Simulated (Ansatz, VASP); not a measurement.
**Two plane-wave programs on MgO**

```
Mg O
1.0
     0.00000    2.10607    2.10607
     2.10607    0.00000    2.10607
     2.10607    2.10607    0.00000
Mg O
1 1
Direct
  0.00000 0.00000 0.00000
  0.50000 0.50000 0.50000
```

Alike in both runs: task single point; functional PBE; k mesh 8 × 8 × 8; occupations tetrahedron; no spin polarisation.

|  | VASP | Ansatz |
| --- | --- | --- |
| version | VASP 6.6.1 | Ansatz 0.2.0 |
| potentials or method | VASP PAW PBE potentials, release 64 (Mg_sv, O), cutoff 840 eV | PAW, plane waves, scalar-relativistic |
| valence electrons in the cell | 16 | 16 |

VASP gave:

```
gap on the k mesh at the Fermi level (eV) : 4.74
pressure (GPa)                            : 4.8
```

Question: Which values does Ansatz return?

Answer: gap on the k mesh at the Fermi level (eV): 4.74; pressure (GPa): 4.7.

With one functional, cell and mesh, what is left measures potentials, basis and numerics. Ansatz's warnings: band table not solved further, tetrahedron derivatives may miss energy slope.
